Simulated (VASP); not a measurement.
# BH3C18 in VASP: notebook

The runs below take BH3C18 through single point, with PBEsol.

All numbers are computed with VASP 6.6.1; they aren't measurements. Logs are shortened: lines on timing, memory, paths and dates and some standing lists are left out, and cuts for length are marked.

**1. The cell of the first run**

The cell holds a slab with vacuum, 22 atoms: a = 7.398 Å, b = 7.398 Å, c = 13.000 Å, α = 90.00°, β = 90.00°, γ = 120.00°.

**2. Single point, PBEsol**

The input, INCAR:

```
  ALGO = Normal
  EDIFF = 1E-6
  ENCUT = 520
  GGA = PS
  ISIF = 2
  ISMEAR = 0
  LASPH = T
  LCHARG = F
  LREAL = Auto
  LWAVE = F
  NBANDS = 56
  NELM = 80
  PREC = Accurate
  SIGMA = 0.02
```

The input, KPOINTS:

```
k-points
0
Gamma
  2 2 1
```

The input, POSCAR:

```
BH3C18
1.0
    7.3980000000      0.0000000000      0.0000000000
   -3.6990000000      6.4068560000      0.0000000000
    0.0000000000      0.0000000000     13.0000000000
C B H
18 1 3
Direct
    0.0086972322      0.0046685925      0.0719846923
    0.2310818991      0.1167809921      0.0716611538
    0.0085299223      0.3420812018      0.0749818462
    0.2321717841      0.4524919867      0.0769353846
    0.0103549654      0.6748999821      0.0698109231
    0.2306963936      0.7851027087      0.0726472308
    0.3407783227      0.0067145258      0.0689216154
    0.5646580780      0.1192661424      0.0646518462
    0.3427051609      0.3409399244      0.0733166923
    0.5637138219      0.4515768733      0.0688000000
    0.3421688423      0.6731657462      0.0754323846
    0.5640326131      0.7832217549      0.0714540769
    0.6744560214      0.0078528376      0.0668996154
    0.8963139107      0.1180874051      0.0770034615
    0.6755022629      0.3398996325      0.0656287692
    0.8984854968      0.4511851055      0.0694003077
    0.6743249027      0.6733191756      0.0684046923
    0.8986238469      0.7852122788      0.0679592308
    0.8326834562      0.0664761312      0.2265376923
    0.7001875725     -0.1178584317      0.2175773077
    1.0085892115      0.1289721511      0.2584962308
    0.7440807350      0.1606129434      0.2469613077
```

Potentials or basis: VASP PAW PBE potentials, release 64 (C, B, H).

On the command line:

```bash
$ cat potpaw_PBE.64/C/POTCAR potpaw_PBE.64/B/POTCAR potpaw_PBE.64/H/POTCAR > POTCAR
$ mpirun -np 1 vasp_std > vasp.out
```

OUTCAR:

```text
EDIFF = 1E-6
   ENCUT = 520
   GGA = PS
   ISIF = 2
   ISMEAR = 0
   LASPH = T
   LREAL = Auto
   NELM = 80
   PREC = Accurate

 ion  position               nearest neighbor table
   1  0.009  0.005  0.072-  18 1.41   2 1.42  14 1.45
   2  0.231  0.117  0.072-   7 1.41   1 1.42   9 1.44
   3  0.009  0.342  0.075-  16 1.41   4 1.43  14 1.44
   4  0.232  0.452  0.077-  11 1.41   9 1.42   3 1.43
   5  0.010  0.675  0.070-   6 1.41  18 1.42  16 1.43
   6  0.231  0.785  0.073-   5 1.41   7 1.42  11 1.43
   7  0.341  0.007  0.069-   2 1.41   6 1.42   8 1.44
   8  0.565  0.119  0.065-  15 1.41  13 1.42   7 1.44
   9  0.343  0.341  0.073-  10 1.42   4 1.42   2 1.44
  10  0.564  0.452  0.069-   9 1.42  17 1.42  15 1.43
  11  0.342  0.673  0.075-   4 1.41  12 1.42   6 1.43
  12  0.564  0.783  0.071-  17 1.41  11 1.42  13 1.44
  13  0.674  0.008  0.067-   8 1.42  14 1.43  12 1.44
  14  0.896  0.118  0.077-  13 1.43   3 1.44   1 1.45  19 1.99
  15  0.676  0.340  0.066-   8 1.41  16 1.43  10 1.43
  16  0.898  0.451  0.069-   3 1.41  15 1.43   5 1.43
  17  0.674  0.673  0.068-  12 1.41  10 1.42  18 1.44
  18  0.899  0.785  0.068-   1 1.41   5 1.42  17 1.44
  19  0.833  0.066  0.227-  22 1.20  21 1.22  20 1.22  14 1.99
  20  0.700  0.882  0.218-  19 1.22
  21  0.009  0.129  0.258-  19 1.22
  22  0.744  0.161  0.247-  19 1.20

  LATTYP: Found a hexagonal cell.
 ALAT       =     7.3980000000
 C/A-ratio  =     1.7572316842

  Lattice vectors:

 A1 = (   7.3980000000,   0.0000000000,   0.0000000000)
 A2 = (  -3.6990000000,   6.4068560000,   0.0000000000)
 A3 = (   0.0000000000,   0.0000000000,  13.0000000000)

Analysis of symmetry for initial positions (statically):
=====================================================================
 Subroutine PRICEL returns:
 Original cell was already a primitive cell.

 Routine SETGRP: Setting up the symmetry group for a
 hexagonal supercell.

 Subroutine GETGRP returns: Found  1 space group operations
 (whereof  1 operations were pure point group operations)
 out of a pool of 24 trial point group operations.

The static configuration has the point symmetry C_1 .

Analysis of symmetry for dynamics (positions and initial velocities):
=====================================================================
 Subroutine PRICEL returns:
[... 130 lines left out ...]
   EDIFFG = 0.1E-04   stopping-criterion for IOM
   NSW    =      0    number of steps for IOM
   IBRION =     -1    ionic relax: 0-MD 1-quasi-New 2-CG
   NFREE  =      0    steps in history (QN), initial steepest desc. (CG)
   ISIF   =      2    stress and relaxation
   ISYM   =      2    0-nonsym 1-usesym 2-fastsym
   POTIM  = 0.5000    time-step for ionic-motion
   TEBEG  =    0.0;   TEEND  =   0.0 temperature during run
   PSTRESS=    0.0 pullay stress
   NELECT =      78.0000    total number of electrons
   NUPDOWN=      -1.0000    fix difference up-down
   EMIN   =  10.00;   EMAX   =-10.00  energy-range for DOS
   EFERMI =   0.00;   METHOD = LEGACY
   ISMEAR =     0;   SIGMA  =   0.02  broadening in eV -4-tet -1-fermi 0-gaus
   EFERMI_NEDOS =   21; number of points for ismear=-14 and -15
   IALGO  =     38    algorithm
   IMIX   =      4    mixing-type and parameters
     AMIX     =   0.40;   BMIX     =  1.00
     AMIX_MAG =   1.60;   BMIX_MAG =  1.00
  volume/ion in A,a.u.               =      28.01       189.01
  Fermi-wavevector in a.u.,A,eV,Ry     =   0.822001  1.553356  9.193253  0.675685
  Thomas-Fermi vector in A             =   1.933259
   LORBIT       =      0    0 simple, 1 ext, 2 COOP (PROOUT), +10 PAW based schemes
   GGA     = PS    functional components
   LHFCALC =     F    Hartree Fock is set to
   AEXX    =    0.0000 exact exchange contribution
   IVDW    =     0    specifies the selected vdW correction
   LEPSILON=     F    determine dielectric tensor
   LRPA    =     F    only Hartree local field effects (RPA)
 non-spin polarized calculation
 Gauss-broadening in eV      SIGMA  =   0.02
  energy-cutoff  :      520.00
  volume of cell :      616.17
 maximum number of plane-waves:     16651
 NGX is ok and might be reduce to    56
   NGX = 27   NGY = 27   NGZ = 49

 number of electron      78.0000000 magnetization

 Free energy of the ion-electron system (eV)
  ---------------------------------------------------
  ext. energy  EPLUGINS =         0.00000000
  ---------------------------------------------------
  free energy    TOTEN  =      -188.51041711 eV

  energy without entropy =     -188.51041711  energy(sigma->0) =     -188.51041711

 E-fermi :  -2.3048     XC(G=0):  -3.7530

 val. band max:       -2.3852516324   @ k =   0.0000   0.0000   0.0000
 cond. band min:      -2.2243840626   @ k =   0.0000   0.0000   0.0000
 fundamental gap:      0.1608675698
 Fermi energy:        -2.3048101705

 k-point     1 :       0.0000    0.0000    0.0000
  band No.  band energies     occupation
      1     -21.7936      2.00000
      2     -19.3818      2.00000
      3     -19.2362      2.00000
      4     -19.2067      2.00000
      5     -19.1642      2.00000
      6     -19.1186      2.00000
[... 205 lines left out ...]
     50       3.9053      0.00000
     51       3.9850      0.00000
 [bands above 51 left out]

------------------------ aborting loop because EDIFF is reached ----------------------------------------

  FORCE on cell =-STRESS in cart. coord.  units (eV):
  Direction    XX          YY          ZZ          XY          YZ          ZX
  --------------------------------------------------------------------------------------
  -------------------------------------------------------------------------------------
  Total       -2.5367509     -1.7028930      2.3749191     -0.0782928      0.6669845      0.4377642
  in kB       -6.5960776     -4.4278744      6.1752816     -0.2035774      1.7342980      1.1382775
  external PRESSURE =      -1.6162235 kB  Pullay stress =       0.0000000 kB

 VOLUME and BASIS-vectors are now :
 -----------------------------------------------------------------------------
  energy-cutoff  :      520.00
  volume of cell :      616.17
      direct lattice vectors                 reciprocal lattice vectors
     7.398000000  0.000000000  0.000000000     0.135171668  0.078041398  0.000000000
    -3.699000000  6.406856000  0.000000000     0.000000000  0.156082796  0.000000000
     0.000000000  0.000000000 13.000000000     0.000000000  0.000000000  0.076923077

 POSITION                                       TOTAL-FORCE (eV/Angst)
 -----------------------------------------------------------------------------------
      0.04707      0.02991      0.93580        -0.025014      0.020440     -0.086671
      1.27757      0.74820      0.93159        -0.009430      0.009834     -0.066640
     -1.20225      2.19167      0.97476        -0.014952     -0.032708     -0.081141
      0.04384      2.89905      1.00016        -0.037698     -0.022358     -0.144501
     -2.41985      4.32399      0.90754        -0.020602     -0.000659      0.010824
     -1.19740      5.03004      0.94441        -0.015151     -0.013361     -0.079667
[... 14 lines left out ...]
     -0.41353      0.82631      3.36045        -0.132540     -0.107714     -0.041893
      4.91060      1.02902      3.21050        -0.035038      0.446408      0.070291
 -----------------------------------------------------------------------------------
    total drift:                                0.009917     -0.002265     -0.006863

  FREE ENERGIE OF THE ION-ELECTRON SYSTEM (eV)
  ---------------------------------------------------
  free  energy   TOTEN  =      -188.5104171098 eV

  energy  without entropy=     -188.5104171093  energy(sigma->0) =     -188.51041711
```

stdout:

```text
POSCAR found type information on POSCAR C B H
 POSCAR found :  3 types and      22 ions
 scaLAPACK will be used
 -----------------------------------------------------------------------------
|                                                                             |
|                                                                             |
|     You enforced a specific xc type in the INCAR file but a different       |
|     I HOPE YOU KNOW WHAT YOU ARE DOING!                                     |
|                                                                             |
 -----------------------------------------------------------------------------

 LDA part: xc-table for (Slater+PW92), standard interpolation
 POSCAR, INCAR and KPOINTS ok, starting setup
 FFT: planning ... GRIDC
 FFT: planning ... GRID_SOFT
 FFT: planning ... GRID
 WAVECAR not read
 entering main loop
```

It took 2.7 min on 1 thread of Intel Xeon 6975P-C (Granite Rapids), shared host; peak memory 0.63 GiB.

Results:

| Property | Result |
| --- | --- |
| Free energy | -188.5104 eV |
| Largest force | 1.152 eV/Å |
| Band gap on the k mesh | 0.16 eV |

Forces on the atoms (eV/Å):
```
C   -0.025  0.020 -0.087
C   -0.009  0.010 -0.067
C   -0.015 -0.033 -0.081
C   -0.038 -0.022 -0.145
C   -0.021 -0.001  0.011
C   -0.015 -0.013 -0.080
C   -0.005  0.010 -0.014
C   -0.024  0.009  0.122
C   -0.003 -0.006 -0.069
C   -0.018 -0.024  0.010
C   -0.035 -0.034 -0.295
C   -0.052 -0.068 -0.664
C    0.046 -0.067  0.105
C    0.009 -0.035 -0.106
C   -0.023 -0.048  0.098
C    0.009 -0.027  0.010
C   -0.049  0.003 -0.089
C   -0.018  0.011  0.007
B   -0.242 -0.340  0.441
H    0.696  0.317  0.862
H   -0.133 -0.108 -0.042
H   -0.035  0.446  0.070
```

Caveat: the k points lie up to 0.49 Å⁻¹ apart; the PAW data sets were made with another functional, which shifts forces and pressure a little.

**3. Single point, PBEsol**

The input, INCAR:

```
ALGO = Normal
EDIFF = 1E-6
ENCUT = 520
GGA = PS
ISIF = 2
ISMEAR = 0
LASPH = True
LCHARG = False
LREAL = Auto
LWAVE = False
NBANDS = 56
NELM = 80
PREC = Accurate
SIGMA = 0.02
```

KPOINTS is that of step 2.

The input, POSCAR:

```
BH3C18
1.0
    7.3980000000      0.0000000000      0.0000000000
   -3.6990000000      6.4068560000      0.0000000000
    0.0000000000      0.0000000000     13.0000000000
C B H
18 1 3
Direct
    0.0076628060      0.0040668933      0.0735303846
    0.2303831531      0.1167611696      0.0727098462
    0.0088383062      0.3429810191      0.0763630000
    0.2321486567      0.4528923391      0.0795353846
    0.0098891290      0.6744827728      0.0693116923
    0.2306914646      0.7851017722      0.0740642308
    0.3398545162      0.0063446096      0.0689190769
    0.5637459110      0.1187673018      0.0620625385
    0.3417018812      0.3404924350      0.0746094615
    0.5636578993      0.4519759770      0.0684279231
    0.3422430568      0.6739951702      0.0808706154
    0.5663898812      0.7859873860      0.0834988462
    0.6730520036      0.0095530475      0.0648632308
    0.8955478391      0.1186869191      0.0790420769
    0.6754894841      0.3409962702      0.0635923077
    0.8978673561      0.4518439309      0.0690512308
    0.6750012722      0.6728879188      0.0696220769
    0.8974855148      0.7840613243      0.0673966923
    0.8462176582      0.0791474008      0.2179898462
    0.6698215307     -0.1307505585      0.2008434615
    1.0147726261      0.1337139464      0.2592520769
    0.7345886790      0.1434404020      0.2456941538
```

Potentials or basis: VASP PAW PBE potentials, release 64 (C, B, H).

On the command line:

```bash
$ cat potpaw_PBE.64/C/POTCAR potpaw_PBE.64/B/POTCAR potpaw_PBE.64/H/POTCAR > POTCAR
$ mpirun -np 1 vasp_std > vasp.out
```

Run time: 2.6 min. Hardware: 1 thread of Intel Xeon 6975P-C (Granite Rapids), shared host; peak memory 0.64 GiB.

The run converged. Its results:

* Free energy: -187.3699 eV
* Largest force: 2.687 eV/Å
* Band gap on the k mesh: 0.11 eV

Forces on the atoms (eV/Å):
```
C   -0.040  0.009 -0.097
C    0.009 -0.005 -0.060
C   -0.036 -0.053 -0.132
C   -0.026 -0.053 -0.060
C   -0.011  0.033  0.045
C   -0.027  0.019 -0.018
C   -0.008  0.019 -0.014
C   -0.038  0.044  0.130
C   -0.015  0.018 -0.051
C   -0.036 -0.017  0.047
C    0.019 -0.004 -0.257
C   -0.146 -0.209 -1.410
C    0.058 -0.101  0.181
C   -0.006  0.018 -0.187
C   -0.011 -0.045  0.079
C    0.048 -0.026 -0.022
C   -0.134  0.028 -0.015
C   -0.016  0.058  0.002
B   -0.552 -1.742  0.468
H    1.461  1.690  1.493
H   -0.328 -0.258 -0.154
H   -0.167  0.578  0.035
```

Levels at points of the mesh, in eV from the valence-band top:
| k point | band 36 | band 37 | band 38 | band 39 | band 40 | band 41 | band 42 | band 43 |
| --- | --- | --- | --- | --- | --- | --- | --- | --- |
| (0.00, 0.00, 0.00) | -2.59 | -1.23 | -0.46 | 0.00 | 0.11 | 0.58 | 3.40 | 3.98 |
| (0.50, 0.00, 0.00) | -2.56 | -2.27 | -1.99 | -0.77 | 1.25 | 2.15 | 2.53 | 2.71 |
| (0.00, 0.50, 0.00) | -2.53 | -2.26 | -2.06 | -0.71 | 1.40 | 2.25 | 2.49 | 2.61 |
| (0.50, 0.50, 0.00) | -2.53 | -2.26 | -1.98 | -0.61 | 1.38 | 2.16 | 2.42 | 2.64 |

Caveat: the k points lie up to 0.49 Å⁻¹ apart; the PAW data sets were made with another functional, which shifts forces and pressure a little.

(Part 1 of 2 ends here.)
